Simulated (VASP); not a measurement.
A run of VASP 6.6.1 is set up as follows.

INCAR

```
PREC = Accurate
ENCUT = 520
EDIFF = 1E-6
ISMEAR = 0
SIGMA = 0.02
LREAL = F
LASPH = T
NELM = 60
ALGO = Normal
ISIF = 2
LWAVE = F
LCHARG = F
GGA = PS
NBANDS = 16
```

The input KPOINTS:

```
regular mesh
0
Gamma
  6 6 6
```

POSCAR

```
MgS
1.0
    2.4873346638      2.4873346638      0.0000000000
   -2.6183520275      2.6183520275      0.0000000000
    0.0000000000      0.0000000000      5.2194729106
Mg S
2 2
Direct
    0.0000000000      0.0000000000      0.0000000000
    0.5000000000      0.5000000000      0.5000000000
    0.5000000000      0.5000000000      0.0000000000
    0.0000000000      0.0000000000      0.5000000000
```

Potentials or basis: VASP PAW PBE potentials, release 64 (Mg, S).

Command:

```sh
$ cat potpaw_PBE.64/Mg/POTCAR potpaw_PBE.64/S/POTCAR > POTCAR
$ mpirun -np 1 vasp_std > vasp.out
```

Question: Estimate the pressure.

Answer: 1.8 GPa.

Question: Estimate the band gap on the k mesh.

Answer: 2.51 eV.

Stress tensor (GPa, compression positive):
```
 2.79  2.99  0.00
 2.99  2.79  0.00
 0.00  0.00 -0.19
```

Caveat: the PAW data sets were made with another functional, which shifts forces and pressure a little. A k mesh can miss the band edges.
